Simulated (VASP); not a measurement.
# Sn (I4_1/amd) in VASP: notebook

Sn is run at these levels: BLYP+D3(BJ), LDA; tasks: relaxation of cell and atoms, single point.

All numbers are computed with VASP 6.6.1; they aren't measurements. Logs are shortened: lines on timing, memory, paths and dates and some standing lists are left out, and cuts for length are marked.

### Step 1. The cell of the first run

The structure is tetragonal, space group I4_1/amd (No. 141). The conventional cell has a = 5.880 Å, b = 5.880 Å, c = 3.199 Å, α = 90.00°, β = 90.00°, γ = 90.00°. Within 4.0 Å of Sn (site symmetry -4m2) lie 10 Sn at 3.05 to 3.79 Å.

### Step 2. Relaxation of cell and atoms, BLYP+D3(BJ)

File INCAR:

```
SYSTEM = Sn
PREC = Accurate
ENCUT = 600
EDIFF = 1E-6
ISMEAR = -1
SIGMA = 0.05
LREAL = .False.
LASPH = .True.
NELM = 80
ALGO = Fast
ISIF = 3
LWAVE = .False.
LCHARG = .False.
GGA = B5
ALDAX = 1.0
AGGAX = 1.0
AGGAC = 1.0
ALDAC = 0.0
IVDW = 12
VDW_S6 = 1.0
VDW_S8 = 2.6996
VDW_A1 = 0.4298
VDW_A2 = 4.2359
IBRION = 2
NSW = 60
EDIFFG = -0.01
```

File KPOINTS:

```
regular mesh
0
Gamma
  9 9 9
  0 0 0
```

File POSCAR:

```
Sn
1.0
   -2.9401404553      2.9401404553      1.5993019889
    2.9401404553     -2.9401404553      1.5993019889
    2.9401404553      2.9401404553     -1.5993019889
Sn
2
Direct
    0.0000000000      0.0000000000      0.0000000000
    0.7500000000      0.2500000000      0.5000000000
```

Potentials or basis: VASP PAW PBE potentials, release 64 (Sn_d).

Launch:

```console
cat potpaw_PBE.64/Sn_d/POTCAR > POTCAR
mpirun -np 1 vasp_std > vasp.out
```

OUTCAR:

```text
SYSTEM = Sn
   PREC = Accurate
   ENCUT = 600
   EDIFF = 1E-6
   ISMEAR = -1
   LREAL = .False.
   LASPH = .True.
   NELM = 80
   ISIF = 3
   GGA = B5
   IVDW = 12
   IBRION = 2
   NSW = 60
   EDIFFG = -0.01
 IVDW          = 12

 ion  position               nearest neighbor table
   1  0.000  0.000  0.000-   2 3.05   2 3.05   2 3.05   2 3.05
   2  0.750  0.250  0.500-   1 3.05   1 3.05   1 3.05   1 3.05

  LATTYP: Found a body centered tetragonal cell.
 ALAT       =     5.8802809106
 C/A-ratio  =     0.5439542815

  Lattice vectors:

 A1 = (  -2.9401404553,   2.9401404553,   1.5993019889)
 A2 = (   2.9401404553,  -2.9401404553,   1.5993019889)
 A3 = (   2.9401404553,   2.9401404553,  -1.5993019889)

Analysis of symmetry for initial positions (statically):
=====================================================================
 Subroutine PRICEL returns:
 Original cell was already a primitive cell.

 Routine SETGRP: Setting up the symmetry group for a
 body centered tetragonal supercell.

 Subroutine GETGRP returns: Found 16 space group operations
 (whereof  8 operations were pure point group operations)
 out of a pool of 16 trial point group operations.

The static configuration has the point symmetry D_2d.
 The point group associated with its full space group is D_4h.

Analysis of symmetry for dynamics (positions and initial velocities):
=====================================================================
 Subroutine PRICEL returns:
 Original cell was already a primitive cell.

 Routine SETGRP: Setting up the symmetry group for a
 body centered tetragonal supercell.

 Subroutine GETGRP returns: Found 16 space group operations
 (whereof  8 operations were pure point group operations)
 out of a pool of 16 trial point group operations.

The dynamic configuration has the point symmetry D_2d.
 The point group associated with its full space group is D_4h.

 Subroutine INISYM returns: Found 16 space group operations
 (whereof  8 operations are pure point group operations),
 and found     1 'primitive' translations

----------------------------------------------------------------------------------------

                                     Primitive cell

  volume of cell :      55.3002

  direct lattice vectors                    reciprocal lattice vectors
    -2.940140455  2.940140455  1.599301989     0.000000000  0.170059903  0.312636390
     2.940140455 -2.940140455  1.599301989     0.170059903  0.000000000  0.312636390
     2.940140455  2.940140455 -1.599301989     0.170059903  0.170059903  0.000000000

  length of vectors
     4.454954393  4.454954393  4.454954393     0.355895888  0.355895888  0.240501021

  position of ions in fractional coordinates (direct lattice)
     0.000000000  0.000000000  0.000000000
     0.750000000  0.250000000  0.500000000

  ion indices of the primitive-cell ions
   primitive index   ion index
                 1           1
                 2           2

----------------------------------------------------------------------------------------

 KPOINTS: regular mesh

Automatic generation of k-mesh.
 Grid dimensions read from file:
 generate k-points for:    9    9    9

 Generating k-lattice:

  Cartesian coordinates                     Fractional coordinates (reciprocal lattice)
     0.000000000  0.018895545  0.034737377     0.111111111 -0.000000000  0.000000000
     0.018895545  0.000000000  0.034737377    -0.000000000  0.111111111  0.000000000
     0.018895545  0.018895545  0.000000000     0.000000000  0.000000000  0.111111111

  Length of vectors
     0.039543988  0.039543988  0.026722336

  Shift w.r.t. Gamma in fractional coordinates (k-lattice)
     0.000000000  0.000000000  0.000000000

 Subroutine IBZKPT returns following result:
 ===========================================

 Found     75 irreducible k-points:

 Following reciprocal coordinates:
            Coordinates               Weight
  0.000000  0.000000  0.000000      1.000000
  0.111111 -0.000000  0.000000      8.000000
  0.222222 -0.000000  0.000000      8.000000
  0.333333 -0.000000  0.000000      8.000000
  0.444444 -0.000000  0.000000      8.000000
  0.111111  0.111111  0.000000      8.000000
[... 16 lines left out ...]
 -0.333333  0.333333  0.000000      4.000000
  0.444444  0.444444 -0.000000      8.000000
 [... further k-points ...]
   k-points           NKPTS =     75   k-points in BZ     NKDIM =     75   number of bands    NBANDS=     18
   number of dos      NEDOS =    301   number of ions     NIONS =      2
   total plane-waves  NPLWV =  46656
   dimension x,y,z NGX =    36 NGY =   36 NGZ =   36
   dimension x,y,z NGXF=    72 NGYF=   72 NGZF=   72
   ions per type =               2
   NGX,Y,Z   is equivalent  to a cutoff of  13.43, 13.43, 13.43 a.u.
   NGXF,Y,Z  is equivalent  to a cutoff of  26.87, 26.87, 26.87 a.u.
 SYSTEM =  Sn
   PREC   = accura    normal or accurate (medium, high low for compatibility)
   ISTART =      0    job   : 0-new  1-cont  2-samecut
   ICHARG =      2    charge: 1-file 2-atom 10-const
   ISPIN  =      1    spin polarized calculation?
   LNONCOLLINEAR =      F non collinear calculations
   LSORBIT =      F    spin-orbit coupling
   LASPH  =      T    aspherical Exc in radial PAW
   ENCUT  =  600.0 eV  44.10 Ry    6.64 a.u.   8.90  8.90  8.90*2*pi/ulx,y,z
   NELM   =     80;   NELMIN=  2; NELMDL= -5     # of ELM steps
   EDIFF  = 0.1E-05   stopping-criterion for ELM
   LREAL  =      F    real-space projection
   EDIFFG = -.1E-01   stopping-criterion for IOM
   NSW    =     60    number of steps for IOM
   IBRION =      2    ionic relax: 0-MD 1-quasi-New 2-CG
   NFREE  =      1    steps in history (QN), initial steepest desc. (CG)
   ISIF   =      3    stress and relaxation
   ISYM   =      2    0-nonsym 1-usesym 2-fastsym
   POTIM  = 0.5000    time-step for ionic-motion
   TEBEG  =    0.0;   TEEND  =   0.0 temperature during run
   PSTRESS=    0.0 pullay stress
   NELECT =      28.0000    total number of electrons
   NUPDOWN=      -1.0000    fix difference up-down
   EMIN   =  10.00;   EMAX   =-10.00  energy-range for DOS
   EFERMI =   0.00;   METHOD = LEGACY
   ISMEAR =    -1;   SIGMA  =   0.05  broadening in eV -4-tet -1-fermi 0-gaus
   EFERMI_NEDOS =   21; number of points for ismear=-14 and -15
   IALGO  =     68    algorithm
   IMIX   =      4    mixing-type and parameters
     AMIX     =   0.40;   BMIX     =  1.00
     AMIX_MAG =   1.60;   BMIX_MAG =  1.00
  volume/ion in A,a.u.               =      27.65       186.59
  Fermi-wavevector in a.u.,A,eV,Ry     =   1.304824  2.465760 23.164816  1.702566
  Thomas-Fermi vector in A             =   2.435734
   LORBIT       =      0    0 simple, 1 ext, 2 COOP (PROOUT), +10 PAW based schemes
   GGA     = B5    functional components
   LHFCALC =     F    Hartree Fock is set to
   AEXX    =    0.0000 exact exchange contribution
   IVDW    =    12    specifies the selected vdW correction
   LEPSILON=     F    determine dielectric tensor
   LRPA    =     F    only Hartree local field effects (RPA)
 conjugate gradient relaxation of ions
 non-spin polarized calculation
 RMM-DIIS sequential band-by-band and
  energy-cutoff  :      600.00
  volume of cell :       55.30
 maximum number of plane-waves:      1880
   NGX = 17   NGY = 17   NGZ = 17

--------------------------------------- Ionic step        1  -------------------------------------------

 number of electron      27.9999990 magnetization

 Free energy of the ion-electron system (eV)
  ---------------------------------------------------
  ext. energy  EPLUGINS =         0.00000000
  ---------------------------------------------------
  free energy    TOTEN  =        -5.93504023 eV

  energy without entropy =       -5.92804926  energy(sigma->0) =       -5.93154475

------------------------ aborting loop because EDIFF is reached ----------------------------------------

 Edisp (eV)   -1.83287

 E8    (eV) :    -1.4122

  FORCE on cell =-STRESS in cart. coord.  units (eV):
  Direction    XX          YY          ZZ          XY          YZ          ZX
  --------------------------------------------------------------------------------------
  -------------------------------------------------------------------------------------
  Total       0.24545     0.24545     0.10193     0.00000     0.00000     0.00000
  in kB       7.11138     7.11138     2.95328     0.00000     0.00000     0.00000
  external pressure =        5.73 kB  Pullay stress =        0.00 kB
[... 141 lines left out ...]
  energy  without entropy=       -7.7619495303  energy(sigma->0) =       -7.76549160

--------------------------------------- Ionic step        5  -------------------------------------------

 number of electron      27.9999988 magnetization

 Free energy of the ion-electron system (eV)
  ---------------------------------------------------
  ext. energy  EPLUGINS =         0.00000000
  ---------------------------------------------------
  free energy    TOTEN  =        -5.95297353 eV

  energy without entropy =       -5.94583417  energy(sigma->0) =       -5.94940385

 E-fermi :   8.1155     XC(G=0):  -9.5411

 val. band max:        8.1131998391   @ k =   0.4444   0.3333   0.0000
 cond. band min:       8.1718593554   @ k =   0.4444   0.4444  -0.0000
 fundamental gap:      0.0586595163
 Fermi energy:         8.1155248622

 k-point     1 :       0.0000    0.0000    0.0000
  band No.  band energies     occupation
      1     -13.4875      2.00000
      2     -13.4173      2.00000
      3     -13.3651      2.00000
      4     -13.3645      2.00000
      5     -13.2192      2.00000
      6     -13.2192      2.00000
[... 10 lines left out ...]
     17      14.0338      0.00000
     18      14.7135      0.00000
[... 466 lines left out ...]
      2     -13.3967      2.00000
      3     -13.3367      2.00000
      4     -13.3346      2.00000
      5     -13.2453      2.00000
      6     -13.2388      2.00000
[... 10 lines left out ...]
     17      11.9984      0.00000
     18      12.8119      0.00000

 [... further k-points ...]

------------------------ aborting loop because EDIFF is reached ----------------------------------------

 Edisp (eV)   -1.81607

 E8    (eV) :    -1.3994

  FORCE on cell =-STRESS in cart. coord.  units (eV):
  Direction    XX          YY          ZZ          XY          YZ          ZX
  --------------------------------------------------------------------------------------
  -------------------------------------------------------------------------------------
  Total       0.00915     0.00915    -0.00880     0.00000    -0.00000     0.00000
  in kB       0.26251     0.26251    -0.25260     0.00000    -0.00000     0.00000
  external pressure =        0.09 kB  Pullay stress =        0.00 kB
[... 17 lines left out ...]
  FREE ENERGIE OF THE ION-ELECTRON SYSTEM (eV)
  ---------------------------------------------------
  free  energy   TOTEN  =        -7.7690460191 eV

  energy  without entropy=       -7.7619066616  energy(sigma->0) =       -7.76547634

 reached required accuracy - stopping structural energy minimisation
```

Run time: 8 min. Hardware: 1 thread of Intel Xeon 8259CL, shared host; peak memory 0.27 GiB.

What came out:

| Property | Result |
| --- | --- |
| Free energy | -7.7690 eV |
| Relaxed volume | 27.91 Å³/atom |
| Relaxed cell | a = 4.472 Å, b = 4.472 Å, c = 4.472 Å, α = 97.36°, β = 97.36°, γ = 138.06° |
| Space group after relaxing (to 0.1 Å) | I4_1/amd (No. 141) |
| Energy gained by relaxing | 0.6 meV/atom |
| Ionic steps | 5 |
| Pressure after relaxing | 0.0 GPa |
| Band gap on the k mesh | zero (bands 14 and 15 overlap by 3.80 eV) |
| Dispersion energy per atom | -0.908 eV |

Step by step:
```tsv
step	energy change (eV)	largest force (eV/Å)	pressure (GPa)	volume (Å³)
1	0.0000	0.0000	0.57	55.30
2	-0.0010	0.0000	-0.14	56.09
3	-0.0011	0.0000	0.00	55.90
4	-0.0011	0.0000	-0.08	55.93
5	-0.0011	0.0000	0.01	55.82
```

Final structure:
```yaml
crystal:
  lattice:
    - [-2.95282, 2.95282, 1.60039]
    - [2.95282, -2.95282, 1.60039]
    - [2.95282, 2.95282, -1.60039]
  atoms:
    - { symbol: Sn, position: [0.00000, 0.00000, 0.00000] }
    - { symbol: Sn, position: [0.75000, 0.25000, 0.50000] }
```

Levels at points of the mesh, in eV from the Fermi level:
```tsv
k point	band 11	band 12	band 13	band 14	band 15	band 16	band 17	band 18
(0.00, 0.00, 0.00)	-10.94	-3.95	-1.92	-1.92	3.40	5.92	5.92	6.60
```

Caveat: the PAW data sets were made with another functional, which shifts forces and pressure a little; spin-orbit coupling is left out, which moves the levels of the heavy elements.

### Step 3. Single point, LDA

This run uses another cell than the first one, of 25.99 Å³/atom.

File INCAR:

```
SYSTEM = Sn
ALGO = Fast
EDIFF = 1E-7
ENCUT = 520
GGA = CA
ISIF = 2
ISMEAR = -1
LASPH = .True.
LCHARG = .True.
LELF = .True.
LREAL = .False.
LVHAR = .True.
LWAVE = .False.
NBANDS = 21
NELM = 60
PREC = Accurate
SIGMA = 0.05
```

File KPOINTS:

```
k-points
0
Gamma
  9 9 9
  0 0 0
```

File POSCAR:

```
Sn
1.0
   -2.8801207477      2.8801207477      1.5666540120
    2.8801207477     -2.8801207477      1.5666540120
    2.8801207477      2.8801207477     -1.5666540120
Sn
2
Direct
    0.0000000000      0.0000000000      0.0000000000
    0.7500000000      0.2500000000      0.5000000000
```

Potentials or basis: VASP PAW LDA potentials, release 64 (Sn_d).

Launch:

```console
cat potpaw_LDA.64/Sn_d/POTCAR > POTCAR
mpirun -np 1 vasp_std > vasp.out
```

Run time: 67 s. Hardware: 1 thread of AMD EPYC 7R13 (Zen 3), shared host; peak memory 0.16 GiB.

Results (log left out):

```
Free energy            : -8.9743 eV
Pressure               : 0.6 GPa
Band gap on the k mesh : zero (bands 14 and 15 overlap by 4.23 eV)
```

Stress tensor (GPa, compression positive):
```
0.78 0.00 0.00
0.00 0.78 0.00
0.00 0.00 0.11
```

Levels at points of the mesh, in eV from the Fermi level:
```tsv
k point	band 11	band 12	band 13	band 14	band 15	band 16	band 17	band 18
(0.00, 0.00, 0.00)	-11.49	-3.63	-2.11	-2.11	2.99	6.35	6.35	7.08
```

Caveat: spin-orbit coupling is left out, which moves the levels of the heavy elements.

The gap in the log of VASP goes by the Fermi energy; the results here count the filled bands.